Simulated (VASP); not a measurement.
# Ti2O (P-3m1) in VASP: a series of runs

Runs on Ti2O. Level: PBEsol. Tasks: relaxation of cell and atoms, single point.

Everything below comes from runs of VASP 6.6.1. Logs are shortened: lines on timing, memory, paths and dates and some standing lists are left out, and cuts for length are marked.

### Step 1. The cell of the first run

Symmetry: P-3m1, No. 164, trigonal system. The conventional cell has a = 2.943 Å, b = 2.943 Å, c = 4.716 Å, α = 90.00°, β = 90.00°, γ = 120.00°. Ti (site symmetry 3m) has 3 O at 2.10 Å within 2.8 Å. O (site symmetry -3m) has 6 Ti at 2.10 Å within 2.8 Å.

### Step 2. Relaxation of cell and atoms, PBEsol, target pressure 6 GPa, at which the enthalpy is minimised

INCAR reads:

```
SYSTEM = Ti2O
PREC     = Accurate       ! precision mode
ENCUT    = 600            ! plane-wave cutoff, eV
EDIFF    = 1E-6           ! SCF threshold, eV
ISMEAR   = -1             ! smearing method
SIGMA    = 0.15           ! smearing width, eV
LREAL    = .False.        ! projectors in reciprocal space
LASPH    = .True.         ! aspherical terms in the spheres
NELM     = 60             ! most SCF steps
ALGO     = Normal         ! electronic algorithm
ISIF     = 3              ! what is computed and relaxed
LWAVE    = .False.        ! write WAVECAR
LCHARG   = .False.        ! write CHGCAR
GGA      = PS             ! functional
IBRION   = 2              ! ionic algorithm
NSW      = 80             ! ionic steps
EDIFFG   = -0.001         ! ionic threshold
PSTRESS  = 60.0
```

KPOINTS reads:

```
Automatic mesh
0
Gamma
  18 18 10
  0 0 0
```

POSCAR reads:

```
Ti2O
1.0
    2.9427338192      0.0000000000      0.0000000000
   -1.4713669096      2.5484822440      0.0000000000
    0.0000000000      0.0000000000      4.7156920128
Ti O
2 1
Direct
    0.6666666667      0.3333333333      0.2625513616
    0.3333333333      0.6666666667      0.7374486384
    0.0000000000      0.0000000000      0.0000000000
```

Potentials or basis: VASP PAW PBE potentials, release 64 (Ti_sv, O).

Command:

```
$ cat potpaw_PBE.64/Ti_sv/POTCAR potpaw_PBE.64/O/POTCAR > POTCAR
$ mpirun -np 1 vasp_std > vasp.out
```

OUTCAR:

```text
SYSTEM = Ti2O
   PREC = Accurate
   ENCUT = 600
   EDIFF = 1E-6
   ISMEAR = -1
   LREAL = .False.
   LASPH = .True.
   NELM = 60
   ISIF = 3
   GGA = PS
   IBRION = 2
   NSW = 80
   EDIFFG = -0.001
   PSTRESS = 60.0

 ion  position               nearest neighbor table
   1  0.667  0.333  0.263-   3 2.10   3 2.10   3 2.10   2 2.81   2 2.81   2 2.81
   2  0.333  0.667  0.737-   3 2.10   3 2.10   3 2.10   1 2.81   1 2.81   1 2.81
   3  0.000  0.000  0.000-   1 2.10   2 2.10   2 2.10   1 2.10   1 2.10   2 2.10

  LATTYP: Found a hexagonal cell.
 ALAT       =     2.9427338192
 C/A-ratio  =     1.6024867700

  Lattice vectors:

 A1 = (   2.9427338192,   0.0000000000,   0.0000000000)
 A2 = (  -1.4713669096,   2.5484822440,   0.0000000000)
 A3 = (   0.0000000000,   0.0000000000,   4.7156920128)

Analysis of symmetry for initial positions (statically):
=====================================================================
 Subroutine PRICEL returns:
 Original cell was already a primitive cell.

 Routine SETGRP: Setting up the symmetry group for a
 hexagonal supercell.

 Subroutine GETGRP returns: Found 12 space group operations
 (whereof 12 operations were pure point group operations)
 out of a pool of 24 trial point group operations.

The static configuration has the point symmetry D_3d.

Analysis of symmetry for dynamics (positions and initial velocities):
=====================================================================
 Subroutine PRICEL returns:
 Original cell was already a primitive cell.

 Routine SETGRP: Setting up the symmetry group for a
 hexagonal supercell.

 Subroutine GETGRP returns: Found 12 space group operations
 (whereof 12 operations were pure point group operations)
 out of a pool of 24 trial point group operations.

The dynamic configuration has the point symmetry D_3d.

 Subroutine INISYM returns: Found 12 space group operations
 (whereof 12 operations are pure point group operations),
 and found     1 'primitive' translations

----------------------------------------------------------------------------------------

                                     Primitive cell

  volume of cell :      35.3654

  direct lattice vectors                    reciprocal lattice vectors
     2.942733819  0.000000000  0.000000000     0.339820066  0.196195206  0.000000000
    -1.471366910  2.548482244  0.000000000     0.000000000  0.392390413  0.000000000
     0.000000000  0.000000000  4.715692013     0.000000000  0.000000000  0.212057954

  length of vectors
     2.942733819  2.942733819  4.715692013     0.392390413  0.392390413  0.212057954

  position of ions in fractional coordinates (direct lattice)
     0.666666667  0.333333333  0.262551362
     0.333333333  0.666666667  0.737448638
     0.000000000  0.000000000  0.000000000

  ion indices of the primitive-cell ions
   primitive index   ion index
                 1           1
                 2           2
                 3           3

----------------------------------------------------------------------------------------

 KPOINTS: Automatic mesh

Automatic generation of k-mesh.
 Grid dimensions read from file:
 generate k-points for:   18   18   10

 Generating k-lattice:

  Cartesian coordinates                     Fractional coordinates (reciprocal lattice)
     0.018878893  0.010899734  0.000000000     0.055555556  0.000000000  0.000000000
     0.000000000  0.021799467  0.000000000     0.000000000  0.055555556  0.000000000
     0.000000000  0.000000000  0.021205795     0.000000000  0.000000000  0.100000000

  Length of vectors
     0.021799467  0.021799467  0.021205795

  Shift w.r.t. Gamma in fractional coordinates (k-lattice)
     0.000000000  0.000000000  0.000000000

 Subroutine IBZKPT returns following result:
 ===========================================

 Found    330 irreducible k-points:

 Following reciprocal coordinates:
            Coordinates               Weight
  0.000000  0.000000  0.000000      1.000000
  0.055556  0.000000  0.000000      6.000000
  0.111111  0.000000  0.000000      6.000000
  0.166667 -0.000000  0.000000      6.000000
  0.222222 -0.000000  0.000000      6.000000
  0.277778  0.000000  0.000000      6.000000
[... 16 lines left out ...]
  0.333333  0.111111  0.000000     12.000000
  0.388889  0.111111  0.000000     12.000000
 [... further k-points ...]
   k-points           NKPTS =    330   k-points in BZ     NKDIM =    330   number of bands    NBANDS=     19
   number of dos      NEDOS =    301   number of ions     NIONS =      3
   total plane-waves  NPLWV =  23040
   dimension x,y,z NGX =    24 NGY =   24 NGZ =   40
   dimension x,y,z NGXF=    48 NGYF=   48 NGZF=   80
   ions per type =               2   1
   NGX,Y,Z   is equivalent  to a cutoff of  13.56, 13.56, 14.10 a.u.
   NGXF,Y,Z  is equivalent  to a cutoff of  27.12, 27.12, 28.20 a.u.
 SYSTEM =  Ti2O
   PREC   = accura    normal or accurate (medium, high low for compatibility)
   ISTART =      0    job   : 0-new  1-cont  2-samecut
   ICHARG =      2    charge: 1-file 2-atom 10-const
   ISPIN  =      1    spin polarized calculation?
   LNONCOLLINEAR =      F non collinear calculations
   LSORBIT =      F    spin-orbit coupling
   LASPH  =      T    aspherical Exc in radial PAW
   ENCUT  =  600.0 eV  44.10 Ry    6.64 a.u.   5.88  5.88  9.42*2*pi/ulx,y,z
   NELM   =     60;   NELMIN=  2; NELMDL= -5     # of ELM steps
   EDIFF  = 0.1E-05   stopping-criterion for ELM
   LREAL  =      F    real-space projection
   EDIFFG = -.1E-02   stopping-criterion for IOM
   NSW    =     80    number of steps for IOM
   IBRION =      2    ionic relax: 0-MD 1-quasi-New 2-CG
   NFREE  =      1    steps in history (QN), initial steepest desc. (CG)
   ISIF   =      3    stress and relaxation
   ISYM   =      2    0-nonsym 1-usesym 2-fastsym
   POTIM  = 0.5000    time-step for ionic-motion
   TEBEG  =    0.0;   TEEND  =   0.0 temperature during run
   PSTRESS=   60.0 pullay stress
   NELECT =      30.0000    total number of electrons
   NUPDOWN=      -1.0000    fix difference up-down
   EMIN   =  10.00;   EMAX   =-10.00  energy-range for DOS
   EFERMI =   0.00;   METHOD = LEGACY
   ISMEAR =    -1;   SIGMA  =   0.15  broadening in eV -4-tet -1-fermi 0-gaus
   EFERMI_NEDOS =   21; number of points for ismear=-14 and -15
   IALGO  =     38    algorithm
   IMIX   =      4    mixing-type and parameters
     AMIX     =   0.40;   BMIX     =  1.00
     AMIX_MAG =   1.60;   BMIX_MAG =  1.00
  volume/ion in A,a.u.               =      11.79        79.55
  Fermi-wavevector in a.u.,A,eV,Ry     =   1.549730  2.928564 32.676590  2.401662
  Thomas-Fermi vector in A             =   2.654495
   LORBIT       =      0    0 simple, 1 ext, 2 COOP (PROOUT), +10 PAW based schemes
   GGA     = PS    functional components
   LHFCALC =     F    Hartree Fock is set to
   AEXX    =    0.0000 exact exchange contribution
   IVDW    =     0    specifies the selected vdW correction
   LEPSILON=     F    determine dielectric tensor
   LRPA    =     F    only Hartree local field effects (RPA)
 conjugate gradient relaxation of ions
 non-spin polarized calculation
  energy-cutoff  :      600.00
  volume of cell :       35.37
 maximum number of plane-waves:      1196
   NGX = 11   NGY = 11   NGZ = 19

--------------------------------------- Ionic step        1  -------------------------------------------

 number of electron      29.9999998 magnetization

 Free energy of the ion-electron system (eV)
  ---------------------------------------------------
  ext. energy  EPLUGINS =         0.00000000
  ---------------------------------------------------
  free energy    TOTEN  =       -27.65342308 eV

  energy without entropy =      -27.55384075  energy(sigma->0) =      -27.60363192

------------------------ aborting loop because EDIFF is reached ----------------------------------------

  FORCE on cell =-STRESS in cart. coord.  units (eV):
  Direction    XX          YY          ZZ          XY          YZ          ZX
  --------------------------------------------------------------------------------------
  -------------------------------------------------------------------------------------
  Total        0.5102617      0.5102617      0.5068659      0.0000000      0.0000000      0.0000000
  in kB       23.1166838     23.1166838     22.9628399      0.0000000      0.0000000      0.0000000
  external PRESSURE =     -36.9345975 kB  Pullay stress =      60.0000000 kB
[... 96 lines left out ...]
  FREE ENERGIE OF THE ION-ELECTRON SYSTEM (eV)
  ---------------------------------------------------
  free  energy   TOTEN  =       -27.6377886501 eV

  energy  without entropy=      -27.5402568338  energy(sigma->0) =      -27.58902274

  enthalpy is  TOTEN    =       -26.3363092967 eV   P V=        1.3014793534

[... ionic steps 4 to 27 ...]

--------------------------------------- Ionic step       28  -------------------------------------------

 number of electron      29.9999992 magnetization

------------------------ aborting loop because EDIFF is reached ----------------------------------------

  FORCE on cell =-STRESS in cart. coord.  units (eV):
  Direction    XX          YY          ZZ          XY          YZ          ZX
  --------------------------------------------------------------------------------------
  -------------------------------------------------------------------------------------
  Total        1.3056532      1.3056532      1.3064564      0.0000000      0.0000000      0.0000000
  in kB       60.2354513     60.2354513     60.2725054      0.0000000      0.0000000      0.0000000
  external PRESSURE =       0.2478027 kB  Pullay stress =      60.0000000 kB
[... 63 lines left out ...]
  enthalpy is  TOTEN    =       -26.3368928451 eV   P V=        1.3005914706

--------------------------------------- Ionic step       30  -------------------------------------------

 number of electron      29.9999992 magnetization

 Free energy of the ion-electron system (eV)
  ---------------------------------------------------
  ext. energy  EPLUGINS =         0.00000000
  ---------------------------------------------------
  free energy    TOTEN  =       -27.63750730 eV

  energy without entropy =      -27.54098220  energy(sigma->0) =      -27.58924475

 E-fermi :  10.3359     XC(G=0): -12.7233

 val. band max:       10.3320311989   @ k =   0.1667  -0.0000   0.1000
 cond. band min:      10.3382057163   @ k =   0.1667   0.0556   0.2000
 fundamental gap:      0.0061745174
 Fermi energy:        10.3358941408

 k-point     1 :       0.0000    0.0000    0.0000
  band No.  band energies     occupation
      1     -46.5623      2.00000
      2     -46.4081      2.00000
      3     -23.4018      2.00000
      4     -22.6332      2.00000
      5     -22.6332      2.00000
      6     -22.5366      2.00000
[... 11 lines left out ...]
     18      11.4519      0.00117
     19      11.4519      0.00117
[... 489 lines left out ...]
      3     -23.2438      2.00000
      4     -23.0509      2.00000
      5     -22.9468      2.00000
      6     -22.8403      2.00000
[... 11 lines left out ...]
     18      12.9228      0.00000
     19      13.2219      0.00000

 [... further k-points ...]

------------------------ aborting loop because EDIFF is reached ----------------------------------------

  FORCE on cell =-STRESS in cart. coord.  units (eV):
  Direction    XX          YY          ZZ          XY          YZ          ZX
  --------------------------------------------------------------------------------------
  -------------------------------------------------------------------------------------
  Total        1.3026540      1.3026540      1.3033457      0.0000000      0.0000000     -0.0000000
  in kB       60.0940870     60.0940870     60.1259978      0.0000000      0.0000000     -0.0000000
  external PRESSURE =       0.1047240 kB  Pullay stress =      60.0000000 kB
[... 18 lines left out ...]
  FREE ENERGIE OF THE ION-ELECTRON SYSTEM (eV)
  ---------------------------------------------------
  free  energy   TOTEN  =       -27.6375072976 eV

  energy  without entropy=      -27.5409821991  energy(sigma->0) =      -27.58924475

  enthalpy is  TOTEN    =       -26.3368928450 eV   P V=        1.3006144526

 reached required accuracy - stopping structural energy minimisation
```

Wall time 28 min (1 thread of Intel Xeon 6975P-C, shared host); peak memory 0.38 GiB.

What came out:

```
Free energy                                            : -27.6375 eV
Relaxed volume                                         : 11.58 Å³/atom
Relaxed cell                                           : a = 2.923 Å, b = 2.923 Å, c = 4.695 Å, α = 90.00°, β = 90.00°, γ = 120.00°
Space group after relaxing (to 0.05 Å)                 : P-3m1 (No. 164)
Energy change on relaxing (the enthalpy is what falls) : +5.3 meV/atom
Ionic steps                                            : 30
Pressure after relaxing                                : 6.0 GPa
Band gap on the k mesh                                 : zero (band 15 reaches 10.78 eV, above the bottom of band 16 at 9.99 eV)
```

The path:
```tsv
step	energy change (eV)	largest force (eV/Å)	pressure (GPa)	volume (Å³)
1	0.0000	0.0508	2.31	35.37
2	0.0560	0.1421	11.21	33.99
3	0.0156	0.0894	6.04	34.75
4	0.0157	0.0238	5.95	34.74
5	0.0158	0.0024	5.96	34.74
6	0.0164	0.0005	6.04	34.72
7	0.0165	0.0012	6.08	34.72
8	0.0154	0.0012	5.91	34.74
9	0.0159	0.0016	5.92	34.73
10	0.0162	0.0015	5.99	34.72
11	0.0162	0.0008	5.99	34.72
12	0.0163	0.0013	6.00	34.72
13	0.0163	0.0011	6.05	34.72
14	0.0163	0.0009	6.08	34.72
15	0.0162	0.0009	6.06	34.72
16	0.0158	0.0013	6.04	34.73
17	0.0149	0.0023	5.84	34.76
18	0.0156	0.0024	5.85	34.74
19	0.0157	0.0015	5.96	34.73
20	0.0158	0.0019	5.94	34.73
21	0.0161	0.0002	5.97	34.73
22	0.0163	0.0009	6.02	34.72
23	0.0162	0.0005	6.02	34.72
24	0.0162	0.0003	6.08	34.72
25	0.0161	0.0001	6.06	34.73
26	0.0161	0.0002	6.04	34.73
27	0.0159	0.0001	5.97	34.73
28	0.0160	0.0001	6.02	34.73
29	0.0159	0.0003	6.02	34.73
30	0.0159	0.0003	6.01	34.73
```

Final structure:
```cif
data_structure
_symmetry_space_group_name_H-M 'P 1'
_symmetry_Int_Tables_number 1
_cell_length_a 2.9225
_cell_length_b 2.9225
_cell_length_c 4.6952
_cell_angle_alpha 90.000
_cell_angle_beta 90.000
_cell_angle_gamma 120.000
_cell_volume 34.73
loop_
_atom_site_label
_atom_site_type_symbol
_atom_site_fract_x
_atom_site_fract_y
_atom_site_fract_z
_atom_site_occupancy
Ti1 Ti 0.66667 0.33333 0.26410 1
Ti2 Ti 0.33333 0.66667 0.73590 1
O1 O 0.00000 0.00000 0.00000 1
```

Caveat: the cell is relaxed towards a set pressure, so the enthalpy falls and the energy may rise; the PAW data sets were made with another functional, which shifts forces and pressure a little.

### Step 3. Relaxation of cell and atoms, PBEsol

This run uses another cell than the first one, of 11.89 Å³/atom, 1.009 times its volume.

INCAR reads:

```
SYSTEM = Ti2O
ALGO = Normal
EDIFF = 1E-6
EDIFFG = -0.001
ENCUT = 600
GGA = PS
IBRION = 2
ISIF = 3
ISMEAR = -1
LASPH = .TRUE.
LCHARG = .FALSE.
LREAL = .FALSE.
LWAVE = .FALSE.
NELM = 100
NSW = 80
PREC = Accurate
SIGMA = 0.15
```

KPOINTS reads:

```
k-points
0
G
  18 18 10
  0 0 0
```

POSCAR reads:

```
Ti2O
1.0
    2.9529519792      0.0000000000      0.0000000000
   -1.4764759896      2.5573314301      0.0000000000
    0.0000000000      0.0000000000      4.7237336553
Ti O
2 1
Direct
    0.6666666667      0.3333333333      0.2626749709
    0.3333333333      0.6666666667      0.7373250291
    0.0000000000      0.0000000000      0.0000000000
```

Potentials or basis: VASP PAW PBE potentials, release 64 (Ti_sv, O).

Command:

```
$ cat potpaw_PBE.64/Ti_sv/POTCAR potpaw_PBE.64/O/POTCAR > POTCAR
$ mpirun -np 1 vasp_std > vasp.out
```

Wall time 17 min (1 thread of Intel Xeon 6975P-C, shared host); peak memory 0.38 GiB.

It converged, with:

```yaml
Free_energy: -27.6567 eV
Relaxed_volume: 11.91 Å³/atom
Relaxed_cell: a = 2.953 Å, b = 2.953 Å, c = 4.734 Å, α = 90.00°, β = 90.00°, γ = 120.00°
Space_group_after_relaxing_to_0.05_Å: P-3m1 (No. 164)
Energy_gained_by_relaxing: 0.1 meV/atom
Ionic_steps: 20
Pressure_after_relaxing: 0.0 GPa
Band_gap_on_the_k_mesh: zero (band 15 reaches 10.42 eV, above the bottom of band 16 at 9.62 eV)
```

Step by step:
```
step  energy change (eV)  largest force (eV/Å)  pressure (GPa)  volume (Å³)
   1              0.0000                0.0031            0.51        35.67
   2              0.0000                0.0060           -0.60        35.87
   3             -0.0002                0.0014           -0.06        35.77
   4             -0.0002                0.0065           -0.05        35.76
   5             -0.0002                0.0087            0.01        35.76
   6             -0.0002                0.0082           -0.01        35.76
   7             -0.0002                0.0072            0.03        35.76
   8             -0.0002                0.0067            0.01        35.76
   9             -0.0002                0.0067            0.00        35.76
  10             -0.0002                0.0029           -0.02        35.76
  11             -0.0002                0.0085           -0.03        35.76
  12             -0.0002                0.0015           -0.03        35.76
  13             -0.0002                0.0012           -0.01        35.76
  14             -0.0002                0.0005           -0.01        35.76
  15             -0.0002                0.0003           -0.01        35.76
  16             -0.0002                0.0002           -0.02        35.76
  17             -0.0002                0.0003           -0.02        35.76
  18             -0.0002                0.0006           -0.02        35.76
  19             -0.0002                0.0010           -0.01        35.75
  20             -0.0002                0.0003            0.00        35.74
```

Final structure:
```xyz
3
Lattice="2.9526 0.0000 0.0000 -1.4763 2.5571 0.0000 0.0000 0.0000 4.7343" Properties=species:S:1:pos:R:3 pbc="T T T"
Ti    1.4763    0.8524    1.2443
Ti    0.0000    1.7047    3.4900
O     0.0000    0.0000    0.0000
```

Levels at points of the mesh, in eV from the Fermi level:
```tsv
k point	band 13	band 14	band 15	band 16	band 17	band 18
(0.00, 0.00, 0.00)	-3.65	-0.01	0.19	0.58	0.58	1.06
(0.50, 0.00, 0.00)	-2.67	-1.29	-0.49	1.30	1.79	2.90
(0.00, 0.00, 0.50)	-1.77	-1.57	0.10	0.10	1.29	2.03
(0.50, 0.00, 0.50)	-1.68	-1.22	-0.59	-0.16	1.10	2.69
```

Caveat: the PAW data sets were made with another functional, which shifts forces and pressure a little.

(Continued in part 2 of 2.)
